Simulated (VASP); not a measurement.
# Al2BAs3 (I-4m2) in VASP: further runs, part 2 of 2

VASP 6.6.1.

## Step 5: Single point, PBE

This run uses another cell than the first one, of 20.13 Å³/atom.

INCAR

```
  ALGO = Normal
  EDIFF = 1E-6
  ENCUT = 520
  GGA = PE
  ISIF = 2
  ISMEAR = 0
  LASPH = True
  LCHARG = True
  LELF = True
  LREAL = False
  LVHAR = True
  LWAVE = False
  NBANDS = 21
  NELM = 100
  PREC = Accurate
  SIGMA = 0.02
```

KPOINTS

```
k-points
0
Gamma
  10 10 10
```

POSCAR

```
Al2BAs3
1.0
   -1.8993337849      1.8993337849      8.3718995521
    1.8993337849     -1.8993337849      8.3718995521
    1.8993337849      1.8993337849     -8.3718995521
Al B As
2 1 3
Direct
    0.6598299137      0.6598299137      0.0000000000
    0.3401700863      0.3401700863      0.0000000000
    0.0000000000      0.0000000000      0.0000000000
    0.5681273114      0.0681273114      0.5000000000
    0.2500000000      0.7500000000      0.5000000000
    0.9318726886      0.4318726886      0.5000000000
```

Potentials or basis: VASP PAW PBE potentials, release 64 (Al, B, As).

Launch:

```
cat potpaw_PBE.64/Al/POTCAR potpaw_PBE.64/B/POTCAR potpaw_PBE.64/As/POTCAR > POTCAR
mpirun -np 1 vasp_std > vasp.out
```

OUTCAR:

```text
EDIFF = 1E-6
   ENCUT = 520
   GGA = PE
   ISIF = 2
   ISMEAR = 0
   LASPH = True
   LREAL = False
   NELM = 100
   PREC = Accurate

 ion  position               nearest neighbor table
   1  0.660  0.660  0.000-   5 2.43   5 2.43   4 2.44   4 2.44
   2  0.340  0.340  0.000-   5 2.43   5 2.43   6 2.44   6 2.44
   3  0.000  0.000  0.000-   4 2.22   6 2.22   4 2.22   6 2.22
   4  0.568  0.068  0.500-   3 2.22   3 2.22   1 2.44   1 2.44
   5  0.250  0.750  0.500-   2 2.43   1 2.43   2 2.43   1 2.43
   6  0.932  0.432  0.500-   3 2.22   3 2.22   2 2.44   2 2.44

  LATTYP: Found a body centered tetragonal cell.
 ALAT       =     3.7986675698
 C/A-ratio  =     4.4078084740

  Lattice vectors:

 A1 = (  -1.8993337849,   1.8993337849,   8.3718995521)
 A2 = (   1.8993337849,  -1.8993337849,   8.3718995521)
 A3 = (   1.8993337849,   1.8993337849,  -8.3718995521)

Analysis of symmetry for initial positions (statically):
=====================================================================
 Subroutine PRICEL returns:
 Original cell was already a primitive cell.

 Routine SETGRP: Setting up the symmetry group for a
 body centered tetragonal supercell.

 Subroutine GETGRP returns: Found  8 space group operations
 (whereof  8 operations were pure point group operations)
 out of a pool of 16 trial point group operations.

The static configuration has the point symmetry D_2d.

Analysis of symmetry for dynamics (positions and initial velocities):
=====================================================================
 Subroutine PRICEL returns:
 Original cell was already a primitive cell.

 Routine SETGRP: Setting up the symmetry group for a
 body centered tetragonal supercell.

 Subroutine GETGRP returns: Found  8 space group operations
[... 128 lines left out ...]
   IALGO  =     38    algorithm
   IMIX   =      4    mixing-type and parameters
     AMIX     =   0.40;   BMIX     =  1.00
     AMIX_MAG =   1.60;   BMIX_MAG =  1.00
  volume/ion in A,a.u.               =      20.13       135.87
  Fermi-wavevector in a.u.,A,eV,Ry     =   0.955249  1.805158 12.415313  0.912500
  Thomas-Fermi vector in A             =   2.084069
   LORBIT       =      0    0 simple, 1 ext, 2 COOP (PROOUT), +10 PAW based schemes
   GGA     = PE    functional components
   LHFCALC =     F    Hartree Fock is set to
   AEXX    =    0.0000 exact exchange contribution
   IVDW    =     0    specifies the selected vdW correction
   LEPSILON=     F    determine dielectric tensor
   LRPA    =     F    only Hartree local field effects (RPA)
 non-spin polarized calculation
 Gauss-broadening in eV      SIGMA  =   0.02
  energy-cutoff  :      520.00
  volume of cell :      120.81
 maximum number of plane-waves:      3269
 NGX is ok and might be reduce to    70
   NGX = 33   NGY = 33   NGZ = 33

 number of electron      24.0000001 magnetization

 Free energy of the ion-electron system (eV)
  ---------------------------------------------------
  ext. energy  EPLUGINS =         0.00000000
  ---------------------------------------------------
  free energy    TOTEN  =       -29.10818258 eV

  energy without entropy =      -29.10818258  energy(sigma->0) =      -29.10818258

 E-fermi :   4.6774     XC(G=0):  -9.3495

 val. band max:        4.5326558904   @ k =   0.0000   0.0000   0.0000
 cond. band min:       5.3684521160   @ k =   0.0000   0.0000   0.0000
 fundamental gap:      0.8357962256
 Fermi energy:         4.6773876610

 k-point     1 :       0.0000    0.0000    0.0000
  band No.  band energies     occupation
      1      -8.5396      2.00000
      2      -7.0402      2.00000
      3      -6.5586      2.00000
      4      -0.8198      2.00000
      5      -0.5501      2.00000
      6       1.3486      2.00000
[... 565 lines left out ...]
     20      10.0290      0.00000
     21      10.8756      0.00000

 [... further k-points ...]

------------------------ aborting loop because EDIFF is reached ----------------------------------------

  FORCE on cell =-STRESS in cart. coord.  units (eV):
  Direction    XX          YY          ZZ          XY          YZ          ZX
  --------------------------------------------------------------------------------------
  -------------------------------------------------------------------------------------
  Total        0.1438684      0.1438684      0.1562721      0.0000000      0.0000000      0.0000000
  in kB        1.9080487      1.9080487      2.0725523      0.0000000      0.0000000      0.0000000
  external PRESSURE =       1.9628832 kB  Pullay stress =       0.0000000 kB

 VOLUME and BASIS-vectors are now :
 -----------------------------------------------------------------------------
  energy-cutoff  :      520.00
  volume of cell :      120.81
      direct lattice vectors                 reciprocal lattice vectors
    -1.899333785  1.899333785  8.371899552     0.000000000  0.263250201  0.059723602
     1.899333785 -1.899333785  8.371899552     0.263250201  0.000000000  0.059723602
     1.899333785  1.899333785 -8.371899552     0.263250201  0.263250201  0.000000000

 POSITION                                       TOTAL-FORCE (eV/Angst)
 -----------------------------------------------------------------------------------
      0.00000      0.00000     11.04806         0.000000     -0.000000     -0.001268
      0.00000      0.00000      5.69574         0.000000     -0.000000      0.001268
      0.00000      0.00000      0.00000        -0.000000      0.000000     -0.000000
     -0.00000      1.89933      1.14071         0.000000      0.000000      0.012270
      1.89933     -0.00000      4.18595        -0.000000      0.000000      0.000000
      0.00000      1.89933      7.23119        -0.000000     -0.000000     -0.012270
 -----------------------------------------------------------------------------------
    total drift:                               -0.000000      0.000000     -0.000000

  FREE ENERGIE OF THE ION-ELECTRON SYSTEM (eV)
  ---------------------------------------------------
  free  energy   TOTEN  =       -29.1081825843 eV

  energy  without entropy=      -29.1081825843  energy(sigma->0) =      -29.10818258
```

OSZICAR:

```text
N       E                     dE             d eps       ncg     rms          rms(c)
DAV:   1     0.654993818382E+02    0.65499E+02   -0.93024E+03  4284   0.948E+02
DAV:   2    -0.240470287237E+02   -0.89546E+02   -0.85558E+02  5487   0.142E+02
DAV:   3    -0.296203188175E+02   -0.55733E+01   -0.55406E+01  5534   0.357E+01
DAV:   4    -0.296815643478E+02   -0.61246E-01   -0.61200E-01  5363   0.422E+00
DAV:   5    -0.296825258490E+02   -0.96150E-03   -0.96147E-03  6227   0.552E-01    0.567E+00
DAV:   6    -0.292135187930E+02    0.46901E+00   -0.56769E-01  5203   0.315E+00    0.329E+00
DAV:   7    -0.291052141488E+02    0.10830E+00   -0.35501E-01  5248   0.253E+00    0.930E-01
DAV:   8    -0.291069003142E+02   -0.16862E-02   -0.24236E-02  5089   0.835E-01    0.290E-01
DAV:   9    -0.291078558326E+02   -0.95552E-03   -0.43092E-03  5082   0.306E-01    0.880E-02
DAV:  10    -0.291080649394E+02   -0.20911E-03   -0.40343E-04  5248   0.111E-01    0.372E-02
DAV:  11    -0.291081729917E+02   -0.10805E-03   -0.14781E-04  5187   0.631E-02    0.126E-02
DAV:  12    -0.291081811700E+02   -0.81783E-05   -0.14394E-05  5202   0.230E-02    0.372E-03
DAV:  13    -0.291081824695E+02   -0.12995E-05   -0.34387E-06  5170   0.985E-03    0.117E-03
DAV:  14    -0.291081825843E+02   -0.11481E-06   -0.23047E-07  2850   0.309E-03
   1 F= -.29108183E+02 E0= -.29108183E+02  d E =-.407621E-27
```

It took 10 min on 1 thread of Intel Xeon 6975P-C (Granite Rapids), shared host; peak memory 0.82 GiB.

Results:

- Free energy: -29.1082 eV
- Pressure: 0.2 GPa
- Largest force: 0.012 eV/Å
- Band gap on the k mesh: 0.84 eV

Forces in eV/Å, atoms in the order of the input:
```
Al   0.000  0.000 -0.001
Al   0.000  0.000  0.001
B    0.000  0.000  0.000
As   0.000  0.000  0.012
As   0.000  0.000  0.000
As   0.000  0.000 -0.012
```

## Step 6: Overview

```csv
task,cell,k mesh,cutoff (eV),smearing,gap on the mesh (eV),pressure (GPa),largest force (eV/Å)
single point,"a = 8.353 Å, angles 154.2, 154.2, 36.9°, 6 atoms, atomic positions A",6 × 6 × 6,520,gaussian 0.1 eV,1.04,12.3,3.57
single point,"a = 8.781 Å, angles 155.0, 155.0, 35.6°, 6 atoms, atomic positions B",6 × 6 × 6,520,gaussian 0.1 eV,0.83,0.5,0.02
relaxation of cell and atoms,"relaxed from a = 8.353 Å, angles 154.2, 154.2, 36.9°, 6 atoms, atomic positions A",6 × 6 × 6,600,gaussian 0.1 eV,0.82,0.0,0.04
single point,"a = 8.792 Å, angles 155.0, 155.0, 35.6°, 6 atoms, atomic positions C",10 × 10 × 10,520,gaussian 0.02 eV,0.84,0.2,0.01
```

Alike in all rows: level PBE; potentials or basis VASP PAW PBE potentials, release 64 (Al, B, As); no spin polarisation.

Caveats: the cell stands under pressure (at least some runs); forces of over 1 eV/Å act on the atoms, so gaps and moduli don't describe the material at rest (at least some runs).

Absolute energies hang on the potentials; compare differences alone.
